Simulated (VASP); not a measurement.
A run of VASP 6.6.1 is set up as follows.

File INCAR:

```
PREC = Accurate ; ENCUT = 520
EDIFF = 1E-7 ; ISMEAR = 0
SIGMA = 0.1 ; LREAL = False
LASPH = True ; NELM = 80
ALGO = Normal ; ISIF = 2
LWAVE = False ; LCHARG = False
GGA = PE ; NBANDS = 41
```

Contents of KPOINTS:

```
Automatic mesh
0
Gamma
  6 6 1
```

The input POSCAR:

```
Mg5CdSe6
1.0
    4.2662827793     -0.0001822164     -0.0000333096
   -2.1332987376      3.6939220914      0.0000017152
   -0.0001340916     -0.0000966005     20.8633142640
Mg Cd Se
5 1 6
Direct
    0.3329098736      0.6672002459      0.0012884833
   -0.0004125066      0.0001909962      0.1663994319
    0.6673570665      0.3336661368      0.3315260593
    0.3334718271      0.6660504653      0.4963854250
    0.6660447198      0.3330957407      0.8360623356
    0.0006159903     -0.0003895811      0.6681181649
    0.3329285973      0.6669263366      0.1257438643
    0.0006429320      0.0003854764      0.2908655316
    0.6668456448      0.3328326984      0.4560280571
    0.3339064340      0.6663407109      0.6206650798
   -0.0005615004     -0.0001860036      0.7963013090
    0.6662509218      0.3338867775      0.9606162582
```

Potentials or basis: VASP PAW PBE potentials, release 64 (Mg, Cd, Se).

The run is started by

```bash
$ cat potpaw_PBE.64/Mg/POTCAR potpaw_PBE.64/Cd/POTCAR potpaw_PBE.64/Se/POTCAR > POTCAR
$ mpirun -np 1 vasp_std > vasp.out
```

Question: Predict the band gap on the k mesh.

Answer: 1.67 eV, direct.

Question: What does it give for the largest force?

Answer: 0.033 eV/Å.

Forces in eV/Å, atoms in the order of the input:
```
Mg   0.001 -0.001  0.000
Mg   0.001  0.000  0.000
Mg  -0.001 -0.001  0.003
Mg   0.000  0.001 -0.005
Mg   0.001  0.001  0.001
Cd  -0.001  0.000  0.002
Se   0.000  0.000  0.000
Se  -0.001  0.000 -0.001
Se   0.000  0.000 -0.005
Se  -0.001  0.000 -0.029
Se   0.001  0.000  0.033
Se   0.000 -0.001  0.001
```

Expect the measured gap to be larger: semilocal functionals such as PBE lack the derivative discontinuity.
